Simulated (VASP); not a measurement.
# AlGaAs2 in VASP: notebook, part 2 of 2

VASP 6.6.1. The steps go on from the part before.

### Step 3. Single point, PBEsol

This run uses another cell than the first one, of 18.30 Å³/atom.

INCAR reads:

```
PREC = Accurate
ENCUT = 400
EDIFF = 1E-6
ISMEAR = 0
SIGMA = 0.1
LREAL = F
LASPH = T
NELM = 120
ALGO = Normal
ISIF = 2
LWAVE = F
LCHARG = F
GGA = PS
ISYM = 0
NBANDS = 36
GGA_COMPAT = F
```

KPOINTS reads:

```
Automatic mesh
0
Gamma
  4 4 4
```

POSCAR reads:

```
AlGaAs2
1.0
    5.2095129871      0.0003239346     -0.0005274887
    0.0012946985      5.6057191931      0.0073915736
    0.0006020323      0.0112181798      5.0141331718
Al Ga As
2 2 4
Direct
    0.8395262511      0.7936395094      0.0143560070
    0.3393745840      0.6405024797      0.5154062397
    0.3392635462      0.1546747563      0.5158689855
    0.3392936340      0.3778592612      0.0148124617
    0.3397389268      0.8414012684      0.0148379016
    0.8391934410      0.2853236854      0.0163218052
    0.8393767584      0.6879001697      0.5145712730
    0.8392742014      0.1461643742      0.5134426943
```

Potentials or basis: VASP PAW PBE potentials, release 64 (Al, Ga_d, As).

Started as:

```console
$ cat potpaw_PBE.64/Al/POTCAR potpaw_PBE.64/Ga_d/POTCAR potpaw_PBE.64/As/POTCAR > POTCAR
$ mpirun -np 1 vasp_std > vasp.out
```

OUTCAR:

```text
PREC = Accurate
   ENCUT = 400
   EDIFF = 1E-6
   ISMEAR = 0
   LREAL = F
   LASPH = T
   NELM = 120
   ISIF = 2
   GGA = PS
   ISYM = 0

 ion  position               nearest neighbor table
   1  0.840  0.794  0.014-   7 2.58   7 2.58   5 2.62   5 2.62   6 2.76   6 2.85
   2  0.339  0.641  0.515-   7 2.62   7 2.62   3 2.72   5 2.75   5 2.75   3 2.88   4 2.90   4 2.91

   3  0.339  0.155  0.516-   8 2.61   8 2.61   2 2.72   4 2.80   4 2.80   2 2.88
   4  0.339  0.378  0.015-   5 2.60   6 2.66   6 2.66   3 2.80   3 2.80   2 2.90   2 2.91
   5  0.340  0.841  0.015-   4 2.60   1 2.62   1 2.62   2 2.75   2 2.75
   6  0.839  0.285  0.016-   8 2.61   8 2.64   4 2.66   4 2.66   1 2.76   1 2.85
   7  0.839  0.688  0.515-   8 2.57   1 2.58   1 2.58   2 2.62   2 2.62
   8  0.839  0.146  0.513-   7 2.57   3 2.61   3 2.61   6 2.61   6 2.64

IMPORTANT INFORMATION: All symmetrisations will be switched off!
NOSYMM: (Re-)initialisation of all symmetry stuff for point group C_1.

----------------------------------------------------------------------------------------

                                     Primitive cell

  volume of cell :     146.4276

  direct lattice vectors                    reciprocal lattice vectors
     5.209512987  0.000323935 -0.000527489     0.191956524 -0.000044304 -0.000022949
     0.001294698  5.605719193  0.007391574    -0.000011133  0.178389771 -0.000399112
     0.000602032  0.011218180  5.014133172     0.000020210 -0.000262978  0.199436853

  length of vectors
     5.209513024  5.605724216  5.014145757     0.191956530  0.178390218  0.199437027

  position of ions in fractional coordinates (direct lattice)
     0.839526251  0.793639509  0.014356007
     0.339374584  0.640502480  0.515406240
     0.339263546  0.154674756  0.515868985
     0.339293634  0.377859261  0.014812462
     0.339738927  0.841401268  0.014837902
     0.839193441  0.285323685  0.016321805
     0.839376758  0.687900170  0.514571273
     0.839274201  0.146164374  0.513442694

  ion indices of the primitive-cell ions
   primitive index   ion index
                 1           1
                 2           2
                 3           3
                 4           4
                 5           5
                 6           6
                 7           7
                 8           8

----------------------------------------------------------------------------------------

 KPOINTS: Automatic mesh

Automatic generation of k-mesh.
 Grid dimensions read from file:
 generate k-points for:    4    4    4

 Generating k-lattice:

  Cartesian coordinates                     Fractional coordinates (reciprocal lattice)
     0.047989131 -0.000011076 -0.000005737     0.250000000  0.000000000  0.000000000
    -0.000002783  0.044597443 -0.000099778     0.000000000  0.250000000 -0.000000000
     0.000005053 -0.000065744  0.049859213     0.000000000  0.000000000  0.250000000

  Length of vectors
     0.047989133  0.044597555  0.049859257

  Shift w.r.t. Gamma in fractional coordinates (k-lattice)
     0.000000000  0.000000000  0.000000000

 Subroutine IBZKPT returns following result:
 ===========================================

 Found     36 irreducible k-points:

 Following reciprocal coordinates:
            Coordinates               Weight
  0.000000  0.000000  0.000000      1.000000
  0.250000  0.000000  0.000000      2.000000
  0.500000  0.000000  0.000000      1.000000
  0.000000  0.250000 -0.000000      2.000000
  0.250000  0.250000 -0.000000      2.000000
  0.500000  0.250000  0.000000      2.000000
[... 16 lines left out ...]
 -0.000000 -0.250000  0.250000      2.000000
  0.250000 -0.250000  0.250000      2.000000
 [... further k-points ...]
   k-points           NKPTS =     36   k-points in BZ     NKDIM =     36   number of bands    NBANDS=     36
   number of dos      NEDOS =    301   number of ions     NIONS =      8
   total plane-waves  NPLWV =  51840
   dimension x,y,z NGX =    36 NGY =   40 NGZ =   36
   dimension x,y,z NGXF=    72 NGYF=   80 NGZF=   72
   ions per type =               2   2   4
   NGX,Y,Z   is equivalent  to a cutoff of  11.49, 11.86, 11.94 a.u.
   NGXF,Y,Z  is equivalent  to a cutoff of  22.98, 23.73, 23.87 a.u.
 SYSTEM =  unknown system
   PREC   = accura    normal or accurate (medium, high low for compatibility)
   ISTART =      0    job   : 0-new  1-cont  2-samecut
   ICHARG =      2    charge: 1-file 2-atom 10-const
   ISPIN  =      1    spin polarized calculation?
   LNONCOLLINEAR =      F non collinear calculations
   LSORBIT =      F    spin-orbit coupling
   LASPH  =      T    aspherical Exc in radial PAW
   ENCUT  =  400.0 eV  29.40 Ry    5.42 a.u.   8.50  9.14  8.18*2*pi/ulx,y,z
   NELM   =    120;   NELMIN=  2; NELMDL= -5     # of ELM steps
   EDIFF  = 0.1E-05   stopping-criterion for ELM
   LREAL  =      F    real-space projection
   EDIFFG = 0.1E-04   stopping-criterion for IOM
   NSW    =      0    number of steps for IOM
   IBRION =     -1    ionic relax: 0-MD 1-quasi-New 2-CG
   NFREE  =      0    steps in history (QN), initial steepest desc. (CG)
   ISIF   =      2    stress and relaxation
   ISYM   =      0    0-nonsym 1-usesym 2-fastsym
   POTIM  = 0.5000    time-step for ionic-motion
   TEBEG  =    0.0;   TEEND  =   0.0 temperature during run
   PSTRESS=    0.0 pullay stress
   NELECT =      52.0000    total number of electrons
   NUPDOWN=      -1.0000    fix difference up-down
   EMIN   =  10.00;   EMAX   =-10.00  energy-range for DOS
   EFERMI =   0.00;   METHOD = LEGACY
   ISMEAR =     0;   SIGMA  =   0.10  broadening in eV -4-tet -1-fermi 0-gaus
   EFERMI_NEDOS =   21; number of points for ismear=-14 and -15
   IALGO  =     38    algorithm
   IMIX   =      4    mixing-type and parameters
     AMIX     =   0.40;   BMIX     =  1.00
     AMIX_MAG =   1.60;   BMIX_MAG =  1.00
  volume/ion in A,a.u.               =      18.30       123.52
  Fermi-wavevector in a.u.,A,eV,Ry     =   1.159315  2.190788 18.286395  1.344012
  Thomas-Fermi vector in A             =   2.295909
   LORBIT       =      0    0 simple, 1 ext, 2 COOP (PROOUT), +10 PAW based schemes
   GGA     = PS    functional components
   LHFCALC =     F    Hartree Fock is set to
   AEXX    =    0.0000 exact exchange contribution
   IVDW    =     0    specifies the selected vdW correction
   LEPSILON=     F    determine dielectric tensor
   LRPA    =     F    only Hartree local field effects (RPA)
 non-spin polarized calculation
 Gauss-broadening in eV      SIGMA  =   0.10
  energy-cutoff  :      400.00
  volume of cell :      146.43
 maximum number of plane-waves:      2692
 NGX is ok and might be reduce to    36
   NGX = 17   NGY = 19   NGZ = 17

 number of electron      51.9999970 magnetization

 Free energy of the ion-electron system (eV)
  ---------------------------------------------------
  ext. energy  EPLUGINS =         0.00000000
  ---------------------------------------------------
  free energy    TOTEN  =       -35.79016134 eV

  energy without entropy =      -35.77596718  energy(sigma->0) =      -35.78306426

 E-fermi :   6.4935     XC(G=0): -10.7229

 val. band max:        6.4787497445   @ k =  -0.0000   0.2500   0.2500
 cond. band min:       6.5362850739   @ k =   0.5000   0.0000   0.0000
 fundamental gap:      0.0575353294
 Fermi energy:         6.4935139697

 k-point     1 :       0.0000    0.0000    0.0000
  band No.  band energies     occupation
      1      -8.6248      2.00000
      2      -8.5353      2.00000
      3      -8.5009      2.00000
      4      -8.4770      2.00000
      5      -8.4707      2.00000
      6      -8.4317      2.00000
[... 28 lines left out ...]
     35      10.9119      0.00000
     36      12.0209      0.00000
[... 866 lines left out ...]
      6      -8.4414      2.00000
[... 28 lines left out ...]
     35      11.5166      0.00000
     36      11.8259      0.00000

 [... further k-points ...]

------------------------ aborting loop because EDIFF is reached ----------------------------------------

  FORCE on cell =-STRESS in cart. coord.  units (eV):
  Direction    XX          YY          ZZ          XY          YZ          ZX
  --------------------------------------------------------------------------------------
  -------------------------------------------------------------------------------------
  Total        0.2179267      0.1741090      0.0677688     -0.0165952      0.0013790     -0.0012186
  in kB        2.3845041      1.9050607      0.7415106     -0.1815810      0.0150887     -0.0133341
  external PRESSURE =       1.6770251 kB  Pullay stress =       0.0000000 kB

 VOLUME and BASIS-vectors are now :
 -----------------------------------------------------------------------------
  energy-cutoff  :      400.00
  volume of cell :      146.43
      direct lattice vectors                 reciprocal lattice vectors
     5.209512987  0.000323935 -0.000527489     0.191956524 -0.000044304 -0.000022949
     0.001294698  5.605719193  0.007391574    -0.000011133  0.178389771 -0.000399112
     0.000602032  0.011218180  5.014133172     0.000020210 -0.000262978  0.199436853

 POSITION                                       TOTAL-FORCE (eV/Angst)
 -----------------------------------------------------------------------------------
      4.37456      4.44935      0.07741         0.005655      0.021165      0.002489
      1.76912      3.59637      2.58887         0.000008      0.009887     -0.003415
      1.76791      0.87296      2.58760        -0.000841      0.013895      0.005011
      1.76805      2.11845      0.07689        -0.002076     -0.016278      0.002803
      1.77097      4.71694      0.08044        -0.011840     -0.006894     -0.006626
      4.37217      1.59990      0.08351         0.005022      0.015583     -0.007948
      4.37394      3.86222      2.58477         0.002581     -0.056646     -0.000874
      4.37271      0.82539      2.57511         0.001492      0.019288      0.008561
 -----------------------------------------------------------------------------------
    total drift:                               -0.001103      0.003705      0.000584

  FREE ENERGIE OF THE ION-ELECTRON SYSTEM (eV)
  ---------------------------------------------------
  free  energy   TOTEN  =       -35.7901613355 eV

  energy  without entropy=      -35.7759671765  energy(sigma->0) =      -35.78306426
```

Run time: 68 s. Hardware: 1 thread of AMD EPYC 9R45 (Zen 5), shared host; peak memory 0.24 GiB.

What came out:

```yaml
Free_energy: -35.7902 eV
Pressure: 0.2 GPa
Largest_force: 0.057 eV/Å
Band_gap_on_the_k_mesh: zero (bands 26 and 27 overlap by 2.45 eV)
```

Forces on the atoms (eV/Å):
```
Al   0.006  0.021  0.002
Al   0.000  0.010 -0.003
Ga  -0.001  0.014  0.005
Ga  -0.002 -0.016  0.003
As  -0.012 -0.007 -0.007
As   0.005  0.016 -0.008
As   0.003 -0.057 -0.001
As   0.001  0.019  0.009
```

Levels at points of the mesh, in eV from the Fermi level:
```
           k point  band 24  band 25  band 26  band 27  band 28  band 29
(0.00, 0.00, 0.00)    -2.24    -2.17    -1.60    -1.39     0.10     1.33
(0.50, 0.00, 0.00)    -2.05    -0.81     0.04     0.07     0.53     1.62
(0.00, 0.50, 0.00)    -1.81    -1.76    -1.53    -0.74    -0.49     0.69
(0.50, 0.50, 0.00)    -1.52    -1.18    -0.23     0.33     0.73     1.35
(0.00, 0.00, 0.50)    -2.31    -2.13    -1.25     0.14     0.36     2.72
(0.50, 0.00, 0.50)    -0.73     0.38     0.88     1.46     1.84     2.36
(0.00, 0.50, 0.50)    -1.62    -1.18    -0.20     0.54     1.05     1.46
(0.50, 0.50, 0.50)    -0.64     0.22     0.84     1.25     1.32     1.94
```

Caveat: the PAW data sets were made with another functional, which shifts forces and pressure a little.

### Step 4. Relaxation of cell and atoms, PBEsol

INCAR reads:

```
SYSTEM = AlGaAs2
PREC     = Accurate       ! precision mode
ENCUT    = 500            ! plane-wave cutoff, eV
EDIFF    = 1E-7           ! SCF threshold, eV
ISMEAR   = 0              ! smearing method
SIGMA    = 0.1            ! smearing width, eV
LREAL    = .False.        ! projectors in reciprocal space
LASPH    = .True.         ! aspherical terms in the spheres
NELM     = 120            ! most SCF steps
ALGO     = Normal         ! electronic algorithm
ISIF     = 3              ! what is computed and relaxed
LWAVE    = .False.        ! write WAVECAR
LCHARG   = .False.        ! write CHGCAR
GGA      = PS             ! functional
IBRION   = 2              ! ionic algorithm
NSW      = 45             ! ionic steps
EDIFFG   = -0.04          ! ionic threshold
ISYM     = 0            
GGA_COMPAT= .False.      
NELMIN   = 4
```

KPOINTS reads:

```
regular mesh
0
Gamma
  4 4 4
  0 0 0
```

POSCAR reads:

```
AlGaAs2
1.0
    5.3107166430     -0.0022415755     -0.0005592334
   -0.0014200580      5.2726544638      0.0079326348
    0.0005926128      0.0108407647      5.1616841187
Al Ga As
2 2 4
Direct
    0.8390569605      0.7894576790      0.0139346043
    0.3401654673      0.6464249901      0.5121074716
    0.3398184233      0.1325779701      0.5159889956
    0.3385301816      0.3608480844      0.0166026962
    0.3391954564      0.8383850624      0.0119144818
    0.8388352573      0.2740449415      0.0176500217
    0.8399012399      0.6958124318      0.5143012980
    0.8395383567      0.1899143451      0.5171177987
```

Started as:

```console
$ cat potpaw_PBE.64/Al/POTCAR potpaw_PBE.64/Ga_d/POTCAR potpaw_PBE.64/As/POTCAR > POTCAR
$ mpirun -np 1 vasp_std > vasp.out
```

Wall time 21 min (1 thread of AMD EPYC 9R45 (Zen 5), shared host); peak memory 0.3 GiB.

The run converged. Its results:

```yaml
Free_energy: -35.7944 eV
Relaxed_volume: 18.34 Å³/atom
Relaxed_cell: a = 5.224 Å, b = 5.603 Å, c = 5.013 Å, α = 89.67°, β = 90.00°, γ = 90.02°
Space_group_after_relaxing_to_0.1_Å: Pmm2 (No. 25)
Energy_gained_by_relaxing: 28.5 meV/atom
Ionic_steps: 23
Pressure_after_relaxing: 0.0 GPa
Largest_force_after_relaxing: 0.032 eV/Å
Band_gap_on_the_k_mesh: zero (bands 26 and 27 overlap by 2.42 eV)
```

Forces in eV/Å, atoms in the order of the input:
```
Al   0.000  0.013 -0.013
Al  -0.001  0.000  0.001
Ga  -0.003  0.020  0.002
Ga  -0.002  0.003  0.001
As  -0.001 -0.032 -0.003
As   0.002  0.025 -0.005
As   0.001  0.002  0.011
As   0.004 -0.030  0.006
```

The path:
| step | energy change (eV) | largest force (eV/Å) | pressure (GPa) | volume (Å³) |
| --- | --- | --- | --- | --- |
| 1 | 0.0000 | 0.4892 | 1.45 | 144.53 |
| 2 | -0.1657 | 0.3253 | -0.93 | 147.87 |
| 3 | -0.1667 | 0.3201 | -1.07 | 148.14 |
| 4 | -0.1846 | 0.2529 | 0.26 | 145.78 |
| 5 | -0.1850 | 0.2390 | 0.53 | 145.35 |
| 6 | -0.1955 | 0.1927 | 0.36 | 145.66 |
| 7 | -0.2016 | 0.1016 | 0.16 | 146.11 |
| 8 | -0.2070 | 0.0990 | -0.20 | 146.78 |
| 9 | -0.2100 | 0.1085 | -0.83 | 148.08 |
| 10 | -0.2122 | 0.1066 | -0.71 | 147.91 |
| 11 | -0.2166 | 0.1130 | -0.35 | 147.41 |
| 12 | -0.2141 | 0.1853 | 0.46 | 146.38 |
| 13 | -0.2179 | 0.1222 | -0.11 | 147.09 |
| 14 | -0.2179 | 0.1295 | -0.04 | 147.00 |
| 15 | -0.2195 | 0.1312 | 0.01 | 146.91 |
| 16 | -0.2222 | 0.1375 | 0.14 | 146.64 |
| 17 | -0.2224 | 0.1403 | 0.19 | 146.54 |
| 18 | -0.2241 | 0.1008 | 0.04 | 146.75 |
| 19 | -0.2256 | 0.0515 | -0.24 | 147.18 |
| 20 | -0.2267 | 0.0405 | -0.02 | 146.76 |
| 21 | -0.2268 | 0.0447 | 0.07 | 146.60 |
| 22 | -0.2273 | 0.0410 | 0.05 | 146.63 |
| 23 | -0.2281 | 0.0318 | 0.00 | 146.72 |

Final structure:
```
Al Ga As
1.0
     5.22400   -0.00153   -0.00060
    -0.00062    5.60310    0.01341
     0.00053    0.01652    5.01257
Al Ga As
2 2 4
Direct
  0.83937 0.79587 0.01463
  0.33935 0.63967 0.51474
  0.33947 0.15197 0.51714
  0.33948 0.37682 0.01513
  0.33937 0.84239 0.01314
  0.83938 0.28668 0.01702
  0.83931 0.68585 0.51426
  0.83931 0.14821 0.51356
```

Levels at points of the mesh, in eV from the Fermi level:
| k point | band 23 | band 24 | band 25 | band 26 | band 27 | band 28 | band 29 | band 30 |
| --- | --- | --- | --- | --- | --- | --- | --- | --- |
| (0.00, 0.00, 0.00) | -2.49 | -2.25 | -2.16 | -1.58 | -1.39 | 0.12 | 1.35 | 1.59 |
| (0.50, 0.00, 0.00) | -2.37 | -2.02 | -0.80 | -0.01 | 0.11 | 0.49 | 1.62 | 2.01 |
| (0.00, 0.50, 0.00) | -1.85 | -1.82 | -1.76 | -1.52 | -0.75 | -0.53 | 0.71 | 2.11 |
| (0.50, 0.50, 0.00) | -2.04 | -1.52 | -1.17 | -0.22 | 0.28 | 0.71 | 1.32 | 1.48 |
| (0.00, 0.00, 0.50) | -2.40 | -2.29 | -2.11 | -1.26 | 0.14 | 0.36 | 2.72 | 2.73 |
| (0.50, 0.00, 0.50) | -1.00 | -0.73 | 0.38 | 0.85 | 1.46 | 1.80 | 2.34 | 2.99 |
| (0.00, 0.50, 0.50) | -2.25 | -1.60 | -1.19 | -0.17 | 0.57 | 1.04 | 1.45 | 1.62 |
| (0.50, 0.50, 0.50) | -0.81 | -0.64 | 0.24 | 0.87 | 1.24 | 1.30 | 1.93 | 2.03 |

Caveat: the PAW data sets were made with another functional, which shifts forces and pressure a little.

### Step 5. Summary

| task | cell | k mesh | cutoff (eV) | gap on the mesh (eV) | pressure (GPa) | largest force (eV/Å) |
| --- | --- | --- | --- | --- | --- | --- |
| single point | a = 5.311, b = 5.273, c = 5.162 Å, angles 89.8, 90.0, 90.0°, 8 atoms, atomic positions A | 2 × 3 × 2, shifted | 400 | 0.46 | 0.1 | 0.04 |
| single point | a = 5.210, b = 5.606, c = 5.014 Å, angles 89.8, 90.0, 90.0°, 8 atoms, atomic positions B | 4 × 4 × 4 | 400 | none | 0.2 | 0.06 |
| relaxation of cell and atoms | relaxed from a = 5.311, b = 5.273, c = 5.162 Å, angles 89.8, 90.0, 90.0°, 8 atoms, atomic positions A | 4 × 4 × 4 | 500 | none | 0.0 | 0.03 |

Alike in all rows: level PBEsol; potentials or basis VASP PAW PBE potentials, release 64 (Al, Ga_d, As); no spin polarisation; smearing gaussian 0.1 eV.

Caveats: some runs use coarse meshes; the PAW data sets were made with another functional, which shifts forces and pressure a little.

Total energies depend on the potentials used, so only differences within one code and one set of settings carry meaning.
